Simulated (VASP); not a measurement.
# MgO (Fm-3m) in VASP: further runs

MgO is run at these levels: LDA, r2SCAN; tasks: single point.

All numbers are computed with VASP 6.6.1; they aren't measurements. Logs are shortened: lines on timing, memory, paths and dates and some standing lists are left out, and cuts for length are marked.

**Measured values to compare with.**

From “Electronic structure of alkaline earth and post-transition metal oxides”, 2009, arxiv:0908.1581, for a bulk crystal of MgO: band gap 7.83 eV.

The runs below are set against these values where they give the same quantity.

## Step 1: The cell of the first run

Symmetry: Fm-3m, No. 225, cubic system. The conventional cell has a = 4.204 Å, b = 4.204 Å, c = 4.204 Å, α = 90.00°, β = 90.00°, γ = 90.00°. Mg (site symmetry m-3m) has 6 O at 2.10 Å within 2.8 Å. Within 2.8 Å of O (site symmetry m-3m) lie 6 Mg at 2.10 Å.

## Step 2: Single point, LDA

INCAR

```
SYSTEM = MgO
PREC = Accurate
ENCUT = 840
EDIFF = 1E-6
ISMEAR = 0
SIGMA = 0.01
LREAL = .FALSE.
LASPH = .TRUE.
NELM = 120
ALGO = Normal
ISIF = 2
LWAVE = .FALSE.
LCHARG = .TRUE.
LELF = .TRUE.
LVHAR = .TRUE.
NBANDS = 15
GGA_COMPAT = .FALSE.
```

KPOINTS

```
regular mesh
0
G
  10 10 10
  0 0 0
```

POSCAR

```
MgO
1.0
    0.0000000000      2.1021680206      2.1021680206
    2.1021680206      0.0000000000      2.1021680206
    2.1021680206      2.1021680206      0.0000000000
Mg O
1 1
Direct
    0.0000000000      0.0000000000      0.0000000000
    0.5000000000      0.5000000000      0.5000000000
```

Potentials or basis: VASP PAW LDA potentials, release 64 (Mg_sv, O).

The run is started by

```
$ cat potpaw_LDA.64/Mg_sv/POTCAR potpaw_LDA.64/O/POTCAR > POTCAR
$ mpirun -np 1 vasp_std > vasp.out
```

OUTCAR:

```text
SYSTEM = MgO
   PREC = Accurate
   ENCUT = 840
   EDIFF = 1E-6
   ISMEAR = 0
   LREAL = .FALSE.
   LASPH = .TRUE.
   NELM = 120
   ISIF = 2

 ion  position               nearest neighbor table
   1  0.000  0.000  0.000-   2 2.10   2 2.10   2 2.10   2 2.10   2 2.10   2 2.10
   2  0.500  0.500  0.500-   1 2.10   1 2.10   1 2.10   1 2.10   1 2.10   1 2.10

  LATTYP: Found a face centered cubic cell.
 ALAT       =     4.2043360412

  Lattice vectors:

 A1 = (   0.0000000000,   2.1021680206,   2.1021680206)
 A2 = (   2.1021680206,   0.0000000000,   2.1021680206)
 A3 = (   2.1021680206,   2.1021680206,   0.0000000000)

Analysis of symmetry for initial positions (statically):
=====================================================================
 Subroutine PRICEL returns:
 Original cell was already a primitive cell.

 Routine SETGRP: Setting up the symmetry group for a
 face centered cubic supercell.

 Subroutine GETGRP returns: Found 48 space group operations
 (whereof 48 operations were pure point group operations)
 out of a pool of 48 trial point group operations.

The static configuration has the point symmetry O_h .

Analysis of symmetry for dynamics (positions and initial velocities):
=====================================================================
 Subroutine PRICEL returns:
 Original cell was already a primitive cell.

 Routine SETGRP: Setting up the symmetry group for a
 face centered cubic supercell.

 Subroutine GETGRP returns: Found 48 space group operations
 (whereof 48 operations were pure point group operations)
 out of a pool of 48 trial point group operations.

The dynamic configuration has the point symmetry O_h .

 Subroutine INISYM returns: Found 48 space group operations
 (whereof 48 operations are pure point group operations),
 and found     1 'primitive' translations

----------------------------------------------------------------------------------------

                                     Primitive cell

  volume of cell :      18.5794

  direct lattice vectors                    reciprocal lattice vectors
     0.000000000  2.102168021  2.102168021    -0.237849684  0.237849684  0.237849684
     2.102168021  0.000000000  2.102168021     0.237849684 -0.237849684  0.237849684
     2.102168021  2.102168021  0.000000000     0.237849684  0.237849684 -0.237849684

  length of vectors
     2.972914525  2.972914525  2.972914525     0.411967738  0.411967738  0.411967738

  position of ions in fractional coordinates (direct lattice)
     0.000000000  0.000000000  0.000000000
     0.500000000  0.500000000  0.500000000

  ion indices of the primitive-cell ions
   primitive index   ion index
                 1           1
                 2           2

----------------------------------------------------------------------------------------

 KPOINTS: regular mesh

Automatic generation of k-mesh.
 Grid dimensions read from file:
 generate k-points for:   10   10   10

 Generating k-lattice:

  Cartesian coordinates                     Fractional coordinates (reciprocal lattice)
    -0.023784968  0.023784968  0.023784968     0.100000000  0.000000000  0.000000000
     0.023784968 -0.023784968  0.023784968     0.000000000  0.100000000  0.000000000
     0.023784968  0.023784968 -0.023784968     0.000000000  0.000000000  0.100000000

  Length of vectors
     0.041196774  0.041196774  0.041196774

  Shift w.r.t. Gamma in fractional coordinates (k-lattice)
     0.000000000  0.000000000  0.000000000

 Subroutine IBZKPT returns following result:
 ===========================================

 Found     47 irreducible k-points:

 Following reciprocal coordinates:
            Coordinates               Weight
  0.000000  0.000000  0.000000      1.000000
  0.100000  0.000000  0.000000      8.000000
  0.200000  0.000000  0.000000      8.000000
  0.300000  0.000000  0.000000      8.000000
  0.400000  0.000000  0.000000      8.000000
  0.500000  0.000000  0.000000      4.000000
[... 16 lines left out ...]
  0.300000  0.300000  0.000000      6.000000
  0.400000  0.300000  0.000000     24.000000
 [... further k-points ...]
   k-points           NKPTS =     47   k-points in BZ     NKDIM =     47   number of bands    NBANDS=     15
   number of dos      NEDOS =    301   number of ions     NIONS =      2
   total plane-waves  NPLWV =  21952
   dimension x,y,z NGX =    28 NGY =   28 NGZ =   28
   dimension x,y,z NGXF=    56 NGYF=   56 NGZF=   56
   ions per type =               1   1
   NGX,Y,Z   is equivalent  to a cutoff of  15.66, 15.66, 15.66 a.u.
   NGXF,Y,Z  is equivalent  to a cutoff of  31.32, 31.32, 31.32 a.u.
 SYSTEM =  MgO
   PREC   = accura    normal or accurate (medium, high low for compatibility)
   ISTART =      0    job   : 0-new  1-cont  2-samecut
   ICHARG =      2    charge: 1-file 2-atom 10-const
   ISPIN  =      1    spin polarized calculation?
   LNONCOLLINEAR =      F non collinear calculations
   LSORBIT =      F    spin-orbit coupling
   LASPH  =      T    aspherical Exc in radial PAW
   ENCUT  =  840.0 eV  61.74 Ry    7.86 a.u.   7.03  7.03  7.03*2*pi/ulx,y,z
   NELM   =    120;   NELMIN=  2; NELMDL= -5     # of ELM steps
   EDIFF  = 0.1E-05   stopping-criterion for ELM
   LREAL  =      F    real-space projection
   EDIFFG = 0.1E-04   stopping-criterion for IOM
   NSW    =      0    number of steps for IOM
   IBRION =     -1    ionic relax: 0-MD 1-quasi-New 2-CG
   NFREE  =      0    steps in history (QN), initial steepest desc. (CG)
   ISIF   =      2    stress and relaxation
   ISYM   =      2    0-nonsym 1-usesym 2-fastsym
   POTIM  = 0.5000    time-step for ionic-motion
   TEBEG  =    0.0;   TEEND  =   0.0 temperature during run
   PSTRESS=    0.0 pullay stress
   NELECT =      16.0000    total number of electrons
   NUPDOWN=      -1.0000    fix difference up-down
   EMIN   =  10.00;   EMAX   =-10.00  energy-range for DOS
   EFERMI =   0.00;   METHOD = LEGACY
   ISMEAR =     0;   SIGMA  =   0.01  broadening in eV -4-tet -1-fermi 0-gaus
   EFERMI_NEDOS =   21; number of points for ismear=-14 and -15
   IALGO  =     38    algorithm
   IMIX   =      4    mixing-type and parameters
     AMIX     =   0.40;   BMIX     =  1.00
     AMIX_MAG =   1.60;   BMIX_MAG =  1.00
  volume/ion in A,a.u.               =       9.29        62.69
  Fermi-wavevector in a.u.,A,eV,Ry     =   1.557534  2.943312 33.006518  2.425911
  Thomas-Fermi vector in A             =   2.661170
   LORBIT       =      0    0 simple, 1 ext, 2 COOP (PROOUT), +10 PAW based schemes
   GGA     = CA    functional components
   LHFCALC =     F    Hartree Fock is set to
   AEXX    =    0.0000 exact exchange contribution
   IVDW    =     0    specifies the selected vdW correction
   LEPSILON=     F    determine dielectric tensor
   LRPA    =     F    only Hartree local field effects (RPA)
 non-spin polarized calculation
 Gauss-broadening in eV      SIGMA  =   0.01
  energy-cutoff  :      840.00
  volume of cell :       18.58
 maximum number of plane-waves:      1037
   NGX = 13   NGY = 13   NGZ = 13

 number of electron      15.9999994 magnetization

 Free energy of the ion-electron system (eV)
  ---------------------------------------------------
  ext. energy  EPLUGINS =         0.00000000
  ---------------------------------------------------
  free energy    TOTEN  =       -13.22754262 eV

  energy without entropy =      -13.22754262  energy(sigma->0) =      -13.22754262

 E-fermi :   2.8189     XC(G=0): -11.9617

 val. band max:        2.6203761101   @ k =   0.0000   0.0000   0.0000
 cond. band min:       7.3422297812   @ k =   0.0000   0.0000   0.0000
 fundamental gap:      4.7218536711
 Fermi energy:         2.8188543503

 k-point     1 :       0.0000    0.0000    0.0000
  band No.  band energies     occupation
      1     -68.6978      2.00000
      2     -36.1586      2.00000
      3     -36.1586      2.00000
      4     -36.1586      2.00000
      5     -14.3930      2.00000
      6       2.6204      2.00000
      7       2.6204      2.00000
      8       2.6204      2.00000
      9       7.3422      0.00000
     10      18.1803      0.00000
     11      18.1803      0.00000
     12      18.1803      0.00000
     13      22.2217      0.00000
     14      23.8636      0.00000
     15      23.8636      0.00000

 k-point     2 :       0.1000    0.0000    0.0000
  band No.  band energies     occupation
      1     -68.6972      2.00000
      2     -36.1678      2.00000
      3     -36.1596      2.00000
      4     -36.1596      2.00000
      5     -14.2789      2.00000
      6       1.9610      2.00000
      7       2.5504      2.00000
      8       2.5504      2.00000
      9       7.9649      0.00000
     10      16.9541      0.00000
     11      18.4217      0.00000
     12      18.4217      0.00000
     13      23.1269      0.00000
     14      23.1269      0.00000
     15      23.8536      0.00000

 k-point     3 :       0.2000    0.0000    0.0000
  band No.  band energies     occupation
      1     -68.6947      2.00000
      2     -36.1912      2.00000
      3     -36.1620      2.00000
      4     -36.1620      2.00000
      5     -13.9645      2.00000
      6       0.6196      2.00000
      7       2.3736      2.00000
      8       2.3736      2.00000
      9       9.1399      0.00000
     10      15.4630      0.00000
     11      18.9074      0.00000
     12      18.9074      0.00000
     13      22.4320      0.00000
     14      22.4320      0.00000
     15      24.6803      0.00000
[... 343 lines left out ...]
 k-point    23 :       0.3000    0.3000    0.0000
  band No.  band energies     occupation
      1     -68.6898      2.00000
      2     -36.2129      2.00000
      3     -36.1791      2.00000
      4     -36.1791      2.00000
      5     -13.3388      2.00000
      6      -0.5771      2.00000
      7       1.6646      2.00000
      8       1.6646      2.00000
      9      11.3993      0.00000
     10      12.8382      0.00000
     11      16.8288      0.00000
     12      20.3255      0.00000
     13      20.3255      0.00000
     14      26.5179      0.00000
     15      29.8083      0.00000

 k-point    24 :       0.4000    0.3000    0.0000
  band No.  band energies     occupation
      1     -68.6880      2.00000
      2     -36.2244      2.00000
      3     -36.1851      2.00000
      4     -36.1824      2.00000
      5     -13.0782      2.00000
      6      -1.0100      2.00000
      7       1.2898      2.00000
      8       1.5148      2.00000
      9      12.0742      0.00000
     10      12.6092      0.00000
     11      16.0192      0.00000
     12      20.5630      0.00000
     13      20.7742      0.00000
     14      27.2524      0.00000
     15      29.4318      0.00000

 [... further k-points ...]

------------------------ aborting loop because EDIFF is reached ----------------------------------------

  FORCE on cell =-STRESS in cart. coord.  units (eV):
  Direction    XX          YY          ZZ          XY          YZ          ZX
  --------------------------------------------------------------------------------------
  -------------------------------------------------------------------------------------
  Total       -0.5464455     -0.5464455     -0.5464455     -0.0000000      0.0000000     -0.0000000
  in kB      -47.1221562    -47.1221562    -47.1221562     -0.0000000      0.0000000     -0.0000000
  external PRESSURE =     -47.1221562 kB  Pullay stress =       0.0000000 kB

 VOLUME and BASIS-vectors are now :
 -----------------------------------------------------------------------------
  energy-cutoff  :      840.00
  volume of cell :       18.58
      direct lattice vectors                 reciprocal lattice vectors
     0.000000000  2.102168021  2.102168021    -0.237849684  0.237849684  0.237849684
     2.102168021  0.000000000  2.102168021     0.237849684 -0.237849684  0.237849684
     2.102168021  2.102168021  0.000000000     0.237849684  0.237849684 -0.237849684

 POSITION                                       TOTAL-FORCE (eV/Angst)
 -----------------------------------------------------------------------------------
      0.00000      0.00000      0.00000        -0.000000     -0.000000     -0.000000
      2.10217      2.10217      2.10217         0.000000      0.000000      0.000000
 -----------------------------------------------------------------------------------
    total drift:                                0.000000      0.000000      0.000000

  FREE ENERGIE OF THE ION-ELECTRON SYSTEM (eV)
  ---------------------------------------------------
  free  energy   TOTEN  =       -13.2275426236 eV

  energy  without entropy=      -13.2275426236  energy(sigma->0) =      -13.22754262
```

It took 28 s on 1 thread of Intel Xeon Platinum 8259CL at 2.50GHz (Skylake/Cascade Lake), shared host; peak memory 0.15 GiB.

What came out:

```yaml
Free_energy: -13.2275 eV
Pressure: -4.7 GPa
Band_gap_on_the_k_mesh: 4.72 eV
```

Caveat: the cell stands under tension. A hybrid or GW would open this gap; LDA tends to underestimate it.

[end of part 1 of 2]
